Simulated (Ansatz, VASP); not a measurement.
# TiB2H2 in VASP and in Ansatz

```
CELL_PARAMETERS angstrom
4.00447 0.00000 0.00000
-2.00223 3.46797 0.00000
0.00000 0.00000 2.83210
ATOMIC_POSITIONS crystal
Ti 0.00000 0.00000 0.00000
B 0.33333 0.66667 0.00000
B 0.66667 0.33333 0.00000
H 0.33333 0.66667 0.50000
H 0.66667 0.33333 0.50000
```

Alike in both runs: task relaxation of cell and atoms; functional PBE; k mesh 6 × 6 × 6; occupations gaussian, width 0.1 eV; no spin polarisation.

|  | VASP | Ansatz |
| --- | --- | --- |
| version | VASP 6.6.1 | Ansatz 0.2.0 |
| potentials or method | VASP PAW PBE potentials, release 64 (Ti_sv, B, H), cutoff 500 eV | scalar-relativistic, plane waves, PAW |
| valence electrons in the cell | 20 | 20 |

|  | VASP | Ansatz | Ansatz less VASP |
| --- | --- | --- | --- |
| gap on the k mesh at the Fermi level, each at its own relaxed structure (eV) | none | none | - |
| relaxed volume (Å³/atom) | 7.93 | 7.94 | +0.007 |
| relaxed cell length with the largest relative difference (Å) | 2.918 | 2.913 | -0.0048 |

A gap of «none» marks a metal or a gap that the smearing closes.

The k mesh is coarse, so the values compare programs but aren't converged.
